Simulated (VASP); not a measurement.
# K (Fm-3m) in VASP: further runs

The runs below take K through single point, with PBE.

Everything below comes from runs of VASP 6.6.1. Logs are shortened: lines on timing, memory, paths and dates and some standing lists are left out, and cuts for length are marked.

**1. The cell of the first run**

The structure is cubic, space group Fm-3m (No. 225). The conventional cell has a = 6.491 Å, b = 6.491 Å, c = 6.491 Å, α = 90.00°, β = 90.00°, γ = 90.00°.

**2. Single point, PBE**

File INCAR:

```
SYSTEM = K
PREC = Accurate
ENCUT = 520
EDIFF = 1E-7
ISMEAR = -1
SIGMA = 0.05
LREAL = .False.
LASPH = .True.
NELM = 80
ALGO = Normal
ISIF = 2
LWAVE = .False.
LCHARG = .False.
GGA = PE
NBANDS = 10
```

File KPOINTS:

```
regular mesh
0
Gamma
  10 10 10
  0 0 0
```

File POSCAR:

```
K
1.0
    0.0000000000      3.2453002525      3.2453002525
    3.2453002525      0.0000000000      3.2453002525
    3.2453002525      3.2453002525      0.0000000000
K
1
Direct
    0.0000000000      0.0000000000      0.0000000000
```

Potentials or basis: VASP PAW PBE potentials, release 64 (K_sv).

Started as:

```
$ cat potpaw_PBE.64/K_sv/POTCAR > POTCAR
$ mpirun -np 1 vasp_std > vasp.out
```

OUTCAR:

```text
SYSTEM = K
   PREC = Accurate
   ENCUT = 520
   EDIFF = 1E-7
   ISMEAR = -1
   LREAL = .False.
   LASPH = .True.
   NELM = 80
   ISIF = 2
   GGA = PE

 ion  position               nearest neighbor table
   1  0.000  0.000  0.000-

  LATTYP: Found a face centered cubic cell.
 ALAT       =     6.4906005050

  Lattice vectors:

 A1 = (   0.0000000000,   3.2453002525,   3.2453002525)
 A2 = (   3.2453002525,   0.0000000000,   3.2453002525)
 A3 = (   3.2453002525,   3.2453002525,   0.0000000000)

Analysis of symmetry for initial positions (statically):
=====================================================================
 Subroutine PRICEL returns:
 Original cell was already a primitive cell.

 Routine SETGRP: Setting up the symmetry group for a
 face centered cubic supercell.

 Subroutine GETGRP returns: Found 48 space group operations
 (whereof 48 operations were pure point group operations)
 out of a pool of 48 trial point group operations.

The static configuration has the point symmetry O_h .

Analysis of symmetry for dynamics (positions and initial velocities):
=====================================================================
 Subroutine PRICEL returns:
 Original cell was already a primitive cell.

 Routine SETGRP: Setting up the symmetry group for a
 face centered cubic supercell.

 Subroutine GETGRP returns: Found 48 space group operations
 (whereof 48 operations were pure point group operations)
 out of a pool of 48 trial point group operations.

The dynamic configuration has the point symmetry O_h .

 Subroutine INISYM returns: Found 48 space group operations
 (whereof 48 operations are pure point group operations),
 and found     1 'primitive' translations

----------------------------------------------------------------------------------------

                                     Primitive cell

  volume of cell :      68.3588

  direct lattice vectors                    reciprocal lattice vectors
     0.000000000  3.245300252  3.245300252    -0.154068949  0.154068949  0.154068949
     3.245300252  0.000000000  3.245300252     0.154068949 -0.154068949  0.154068949
     3.245300252  3.245300252  0.000000000     0.154068949  0.154068949 -0.154068949

  length of vectors
     4.589547631  4.589547631  4.589547631     0.266855248  0.266855248  0.266855248

  position of ions in fractional coordinates (direct lattice)
     0.000000000  0.000000000  0.000000000

  ion indices of the primitive-cell ions
[... 78 lines left out ...]
   IBRION =     -1    ionic relax: 0-MD 1-quasi-New 2-CG
   NFREE  =      0    steps in history (QN), initial steepest desc. (CG)
   ISIF   =      2    stress and relaxation
   ISYM   =      2    0-nonsym 1-usesym 2-fastsym
   POTIM  = 0.5000    time-step for ionic-motion
   TEBEG  =    0.0;   TEEND  =   0.0 temperature during run
   PSTRESS=    0.0 pullay stress
   NELECT =       9.0000    total number of electrons
   NUPDOWN=      -1.0000    fix difference up-down
   EMIN   =  10.00;   EMAX   =-10.00  energy-range for DOS
   EFERMI =   0.00;   METHOD = LEGACY
   ISMEAR =    -1;   SIGMA  =   0.05  broadening in eV -4-tet -1-fermi 0-gaus
   EFERMI_NEDOS =   21; number of points for ismear=-14 and -15
   IALGO  =     38    algorithm
   IMIX   =      4    mixing-type and parameters
     AMIX     =   0.40;   BMIX     =  1.00
     AMIX_MAG =   1.60;   BMIX_MAG =  1.00
  volume/ion in A,a.u.               =      68.36       461.31
  Fermi-wavevector in a.u.,A,eV,Ry     =   0.832832  1.573824  9.437127  0.693609
  Thomas-Fermi vector in A             =   1.945954
   LORBIT       =      0    0 simple, 1 ext, 2 COOP (PROOUT), +10 PAW based schemes
   GGA     = PE    functional components
   LHFCALC =     F    Hartree Fock is set to
   AEXX    =    0.0000 exact exchange contribution
   IVDW    =     0    specifies the selected vdW correction
   LEPSILON=     F    determine dielectric tensor
   LRPA    =     F    only Hartree local field effects (RPA)
 non-spin polarized calculation
  energy-cutoff  :      520.00
  volume of cell :       68.36
 maximum number of plane-waves:      1856
 NGX is ok and might be reduce to    36
   NGX = 17   NGY = 17   NGZ = 17

 number of electron       9.0000001 magnetization

 Free energy of the ion-electron system (eV)
  ---------------------------------------------------
  ext. energy  EPLUGINS =         0.00000000
  ---------------------------------------------------
  free energy    TOTEN  =        -1.04545029 eV

  energy without entropy =       -1.03862588  energy(sigma->0) =       -1.04203808

 E-fermi :   0.0144     XC(G=0):  -5.8303

 val. band max:       -0.0057140677   @ k =   0.5000   0.3000   0.1000
 cond. band min:       0.1350233216   @ k =   0.4000   0.4000   0.0000
 fundamental gap:      0.1407373893
 Fermi energy:         0.0143942275

 k-point     1 :       0.0000    0.0000    0.0000
  band No.  band energies     occupation
      1     -32.0396      2.00000
      2     -15.4843      2.00000
      3     -15.4843      2.00000
      4     -15.4843      2.00000
      5      -2.2152      2.00000
      6       4.3258      0.00000
      7       4.3258      0.00000
      8       4.3258      0.00000
      9       5.6341      0.00000
     10       5.6341      0.00000
[... 287 lines left out ...]
 k-point    24 :       0.4000    0.3000    0.0000
  band No.  band energies     occupation
      1     -32.0339      2.00000
      2     -15.5500      2.00000
      3     -15.5111      2.00000
      4     -15.5084      2.00000
      5      -0.2815      1.99463
      6       2.5005      0.00000
      7       2.7885      0.00000
      8       4.7520      0.00000
      9       4.8606      0.00000
     10       6.3650      0.00000

 [... further k-points ...]

------------------------ aborting loop because EDIFF is reached ----------------------------------------

  FORCE on cell =-STRESS in cart. coord.  units (eV):
  Direction    XX          YY          ZZ          XY          YZ          ZX
  --------------------------------------------------------------------------------------
  -------------------------------------------------------------------------------------
  Total        0.1356190      0.1356190      0.1356190      0.0000000     -0.0000000      0.0000000
  in kB        3.1786052      3.1786052      3.1786052      0.0000000     -0.0000000      0.0000000
  external PRESSURE =       3.1786052 kB  Pullay stress =       0.0000000 kB

 VOLUME and BASIS-vectors are now :
 -----------------------------------------------------------------------------
  energy-cutoff  :      520.00
  volume of cell :       68.36
      direct lattice vectors                 reciprocal lattice vectors
     0.000000000  3.245300252  3.245300252    -0.154068949  0.154068949  0.154068949
     3.245300252  0.000000000  3.245300252     0.154068949 -0.154068949  0.154068949
     3.245300252  3.245300252  0.000000000     0.154068949  0.154068949 -0.154068949

 POSITION                                       TOTAL-FORCE (eV/Angst)
 -----------------------------------------------------------------------------------
      0.00000      0.00000      0.00000         0.000000      0.000000     -0.000000
 -----------------------------------------------------------------------------------
    total drift:                               -0.000000      0.000000      0.000000

  FREE ENERGIE OF THE ION-ELECTRON SYSTEM (eV)
  ---------------------------------------------------
  free  energy   TOTEN  =        -1.0454502886 eV

  energy  without entropy=       -1.0386258784  energy(sigma->0) =       -1.04203808
```

OSZICAR:

```text
N       E                     dE             d eps       ncg     rms          rms(c)
DAV:   1     0.472544729750E+02    0.47254E+02   -0.36710E+03   940   0.698E+02
DAV:   2     0.538608860354E+00   -0.46716E+02   -0.46193E+02  1016   0.198E+02
DAV:   3    -0.988437651155E+00   -0.15270E+01   -0.15129E+01  1494   0.284E+01
DAV:   4    -0.104382527608E+01   -0.55388E-01   -0.55307E-01  1252   0.436E+00
DAV:   5    -0.104534031028E+01   -0.15150E-02   -0.15146E-02  1468   0.536E-01    0.219E+00
DAV:   6    -0.104515898609E+01    0.18132E-03   -0.16660E-03  1438   0.265E-01    0.136E+00
DAV:   7    -0.104539606476E+01   -0.23708E-03   -0.29447E-03  1398   0.342E-01    0.575E-02
DAV:   8    -0.104543706833E+01   -0.41004E-04   -0.15070E-04  1252   0.140E-01    0.202E-02
DAV:   9    -0.104545179705E+01   -0.14729E-04   -0.13306E-05  1110   0.309E-02    0.946E-03
DAV:  10    -0.104545052834E+01    0.12687E-05   -0.38199E-06  1244   0.160E-02    0.189E-03
DAV:  11    -0.104545038047E+01    0.14787E-06   -0.92450E-08  1084   0.238E-03    0.615E-04
DAV:  12    -0.104545023895E+01    0.14152E-06   -0.15017E-08   688   0.886E-04    0.305E-04
DAV:  13    -0.104545028861E+01   -0.49654E-07   -0.24274E-09   668   0.342E-04
   1 F= -.10454503E+01 E0= -.10420381E+01  d E =-.682441E-02
```

stdout:

```text
POSCAR found type information on POSCAR K
 POSCAR found :  1 types and       1 ions
 scaLAPACK will be used
 LDA part: xc-table for (Slater+PW92), standard interpolation
 POSCAR, INCAR and KPOINTS ok, starting setup
 FFT: planning ... GRIDC
 FFT: planning ... GRID_SOFT
 FFT: planning ... GRID
 WAVECAR not read
 entering main loop
```

Run time: 30 s. Hardware: 1 thread of Intel Xeon Platinum 8259CL at 2.50GHz (Skylake/Cascade Lake), shared host; peak memory 0.2 GiB.

Results:

```
Free energy : -1.0455 eV
Pressure    : 0.3 GPa
```

Levels at points of the mesh, in eV from the Fermi level:
| k point | band 3 | band 4 | band 5 | band 6 | band 7 | band 8 |
| --- | --- | --- | --- | --- | --- | --- |
| (0.00, 0.00, 0.00) | -15.50 | -15.50 | -2.23 | 4.31 | 4.31 | 4.31 |
| (0.50, 0.00, 0.00) | -15.51 | -15.51 | 0.36 | 0.61 | 4.09 | 4.09 |
| (0.50, 0.50, 0.00) | -15.53 | -15.53 | 0.92 | 1.50 | 2.35 | 5.22 |

**3. Single point, PBE**

File INCAR:

```
  ALGO = Normal
  EDIFF = 1E-6
  ENCUT = 520
  GGA = PE
  ISIF = 2
  ISMEAR = -1
  LASPH = True
  LCHARG = False
  LREAL = False
  LWAVE = False
  NBANDS = 10
  NELM = 80
  PREC = Accurate
  SIGMA = 0.05
```

File KPOINTS:

```
k-points
0
Gamma
  10 10 10
```

POSCAR is that of step 2.

Potentials or basis: VASP PAW PBE potentials, release 64 (K_sv).

Started as:

```
$ cat potpaw_PBE.64/K_sv/POTCAR > POTCAR
$ mpirun -np 1 vasp_std > vasp.out
```

OUTCAR:

```text
EDIFF = 1E-6
   ENCUT = 520
   GGA = PE
   ISIF = 2
   ISMEAR = -1
   LASPH = True
   LREAL = False
   NELM = 80
   PREC = Accurate

 ion  position               nearest neighbor table
   1  0.000  0.000  0.000-

  LATTYP: Found a face centered cubic cell.
 ALAT       =     6.4906005050

  Lattice vectors:

 A1 = (   0.0000000000,   3.2453002525,   3.2453002525)
 A2 = (   3.2453002525,   0.0000000000,   3.2453002525)
 A3 = (   3.2453002525,   3.2453002525,   0.0000000000)

Analysis of symmetry for initial positions (statically):
=====================================================================
 Subroutine PRICEL returns:
 Original cell was already a primitive cell.

 Routine SETGRP: Setting up the symmetry group for a
 face centered cubic supercell.

 Subroutine GETGRP returns: Found 48 space group operations
 (whereof 48 operations were pure point group operations)
 out of a pool of 48 trial point group operations.

The static configuration has the point symmetry O_h .

Analysis of symmetry for dynamics (positions and initial velocities):
=====================================================================
 Subroutine PRICEL returns:
 Original cell was already a primitive cell.

 Routine SETGRP: Setting up the symmetry group for a
 face centered cubic supercell.

 Subroutine GETGRP returns: Found 48 space group operations
 (whereof 48 operations were pure point group operations)
 out of a pool of 48 trial point group operations.

The dynamic configuration has the point symmetry O_h .

 Subroutine INISYM returns: Found 48 space group operations
 (whereof 48 operations are pure point group operations),
 and found     1 'primitive' translations

----------------------------------------------------------------------------------------

                                     Primitive cell

  volume of cell :      68.3588

  direct lattice vectors                    reciprocal lattice vectors
     0.000000000  3.245300252  3.245300252    -0.154068949  0.154068949  0.154068949
     3.245300252  0.000000000  3.245300252     0.154068949 -0.154068949  0.154068949
     3.245300252  3.245300252  0.000000000     0.154068949  0.154068949 -0.154068949

  length of vectors
     4.589547631  4.589547631  4.589547631     0.266855248  0.266855248  0.266855248

  position of ions in fractional coordinates (direct lattice)
     0.000000000  0.000000000  0.000000000

  ion indices of the primitive-cell ions
   primitive index   ion index
                 1           1

----------------------------------------------------------------------------------------

 KPOINTS: k-points

Automatic generation of k-mesh.
 Grid dimensions read from file:
 generate k-points for:   10   10   10

 Generating k-lattice:

  Cartesian coordinates                     Fractional coordinates (reciprocal lattice)
    -0.015406895  0.015406895  0.015406895     0.100000000  0.000000000  0.000000000
     0.015406895 -0.015406895  0.015406895     0.000000000  0.100000000  0.000000000
     0.015406895  0.015406895 -0.015406895     0.000000000  0.000000000  0.100000000

  Length of vectors
     0.026685525  0.026685525  0.026685525

  Shift w.r.t. Gamma in fractional coordinates (k-lattice)
     0.000000000  0.000000000  0.000000000

 Subroutine IBZKPT returns following result:
 ===========================================

 Found     47 irreducible k-points:

 Following reciprocal coordinates:
            Coordinates               Weight
  0.000000  0.000000  0.000000      1.000000
  0.100000  0.000000  0.000000      8.000000
  0.200000  0.000000  0.000000      8.000000
  0.300000  0.000000  0.000000      8.000000
  0.400000  0.000000  0.000000      8.000000
  0.500000  0.000000  0.000000      4.000000
[... 16 lines left out ...]
  0.300000  0.300000  0.000000      6.000000
  0.400000  0.300000  0.000000     24.000000
 [... further k-points ...]
   k-points           NKPTS =     47   k-points in BZ     NKDIM =     47   number of bands    NBANDS=     10
   number of dos      NEDOS =    301   number of ions     NIONS =      1
   total plane-waves  NPLWV =  46656
   dimension x,y,z NGX =    36 NGY =   36 NGZ =   36
   dimension x,y,z NGXF=    72 NGYF=   72 NGZF=   72
   ions per type =               1
   NGX,Y,Z   is equivalent  to a cutoff of  13.04, 13.04, 13.04 a.u.
   NGXF,Y,Z  is equivalent  to a cutoff of  26.08, 26.08, 26.08 a.u.
 SYSTEM =  unknown system
   PREC   = accura    normal or accurate (medium, high low for compatibility)
   ISTART =      0    job   : 0-new  1-cont  2-samecut
   ICHARG =      2    charge: 1-file 2-atom 10-const
   ISPIN  =      1    spin polarized calculation?
   LNONCOLLINEAR =      F non collinear calculations
   LSORBIT =      F    spin-orbit coupling
   LASPH  =      T    aspherical Exc in radial PAW
   ENCUT  =  520.0 eV  38.22 Ry    6.18 a.u.   8.53  8.53  8.53*2*pi/ulx,y,z
   NELM   =     80;   NELMIN=  2; NELMDL= -5     # of ELM steps
   EDIFF  = 0.1E-05   stopping-criterion for ELM
   LREAL  =      F    real-space projection
   EDIFFG = 0.1E-04   stopping-criterion for IOM
   NSW    =      0    number of steps for IOM
   IBRION =     -1    ionic relax: 0-MD 1-quasi-New 2-CG
   NFREE  =      0    steps in history (QN), initial steepest desc. (CG)
   ISIF   =      2    stress and relaxation
   ISYM   =      2    0-nonsym 1-usesym 2-fastsym
   POTIM  = 0.5000    time-step for ionic-motion
   TEBEG  =    0.0;   TEEND  =   0.0 temperature during run
   PSTRESS=    0.0 pullay stress
   NELECT =       9.0000    total number of electrons
   NUPDOWN=      -1.0000    fix difference up-down
   EMIN   =  10.00;   EMAX   =-10.00  energy-range for DOS
   EFERMI =   0.00;   METHOD = LEGACY
   ISMEAR =    -1;   SIGMA  =   0.05  broadening in eV -4-tet -1-fermi 0-gaus
   EFERMI_NEDOS =   21; number of points for ismear=-14 and -15
   IALGO  =     38    algorithm
   IMIX   =      4    mixing-type and parameters
     AMIX     =   0.40;   BMIX     =  1.00
     AMIX_MAG =   1.60;   BMIX_MAG =  1.00
  volume/ion in A,a.u.               =      68.36       461.31
  Fermi-wavevector in a.u.,A,eV,Ry     =   0.832832  1.573824  9.437127  0.693609
  Thomas-Fermi vector in A             =   1.945954
   LORBIT       =      0    0 simple, 1 ext, 2 COOP (PROOUT), +10 PAW based schemes
   GGA     = PE    functional components
   LHFCALC =     F    Hartree Fock is set to
   AEXX    =    0.0000 exact exchange contribution
   IVDW    =     0    specifies the selected vdW correction
   LEPSILON=     F    determine dielectric tensor
   LRPA    =     F    only Hartree local field effects (RPA)
 non-spin polarized calculation
  energy-cutoff  :      520.00
  volume of cell :       68.36
 maximum number of plane-waves:      1856
 NGX is ok and might be reduce to    36
   NGX = 17   NGY = 17   NGZ = 17

 number of electron       9.0000001 magnetization

 Free energy of the ion-electron system (eV)
  ---------------------------------------------------
  ext. energy  EPLUGINS =         0.00000000
  ---------------------------------------------------
  free energy    TOTEN  =        -1.04545038 eV

  energy without entropy =       -1.03862602  energy(sigma->0) =       -1.04203820

 E-fermi :   0.0144     XC(G=0):  -5.8303

 val. band max:       -0.0057402383   @ k =   0.5000   0.3000   0.1000
 cond. band min:       0.1350039683   @ k =   0.4000   0.4000   0.0000
 fundamental gap:      0.1407442066
 Fermi energy:         0.0143658739

 k-point     1 :       0.0000    0.0000    0.0000
  band No.  band energies     occupation
      1     -32.0395      2.00000
      2     -15.4843      2.00000
      3     -15.4843      2.00000
      4     -15.4843      2.00000
      5      -2.2152      2.00000
      6       4.3257      0.00000
      7       4.3257      0.00000
      8       4.3257      0.00000
      9       5.6342      0.00000
     10       5.6342      0.00000
[... 287 lines left out ...]
 k-point    24 :       0.4000    0.3000    0.0000
  band No.  band energies     occupation
      1     -32.0338      2.00000
      2     -15.5499      2.00000
      3     -15.5110      2.00000
      4     -15.5084      2.00000
      5      -0.2815      1.99463
      6       2.5005      0.00000
      7       2.7885      0.00000
      8       4.7520      0.00000
      9       4.8606      0.00000
     10       6.3651      0.00000

 [... further k-points ...]

------------------------ aborting loop because EDIFF is reached ----------------------------------------

  FORCE on cell =-STRESS in cart. coord.  units (eV):
  Direction    XX          YY          ZZ          XY          YZ          ZX
  --------------------------------------------------------------------------------------
  -------------------------------------------------------------------------------------
  Total        0.1350699      0.1350699      0.1350699      0.0000000      0.0000000      0.0000000
  in kB        3.1657339      3.1657339      3.1657339      0.0000000      0.0000000      0.0000000
  external PRESSURE =       3.1657339 kB  Pullay stress =       0.0000000 kB

 VOLUME and BASIS-vectors are now :
 -----------------------------------------------------------------------------
  energy-cutoff  :      520.00
  volume of cell :       68.36
      direct lattice vectors                 reciprocal lattice vectors
     0.000000000  3.245300252  3.245300252    -0.154068949  0.154068949  0.154068949
     3.245300252  0.000000000  3.245300252     0.154068949 -0.154068949  0.154068949
     3.245300252  3.245300252  0.000000000     0.154068949  0.154068949 -0.154068949

 POSITION                                       TOTAL-FORCE (eV/Angst)
 -----------------------------------------------------------------------------------
      0.00000      0.00000      0.00000         0.000000      0.000000      0.000000
 -----------------------------------------------------------------------------------
    total drift:                               -0.000000      0.000000      0.000000

  FREE ENERGIE OF THE ION-ELECTRON SYSTEM (eV)
  ---------------------------------------------------
  free  energy   TOTEN  =        -1.0454503783 eV

  energy  without entropy=       -1.0386260229  energy(sigma->0) =       -1.04203820
```

Run time: 29 s. Hardware: 1 thread of Intel Xeon Platinum 8259CL at 2.50GHz (Skylake/Cascade Lake), shared host; peak memory 0.21 GiB.

Results:

```
Free energy : -1.0455 eV
Pressure    : 0.3 GPa
```
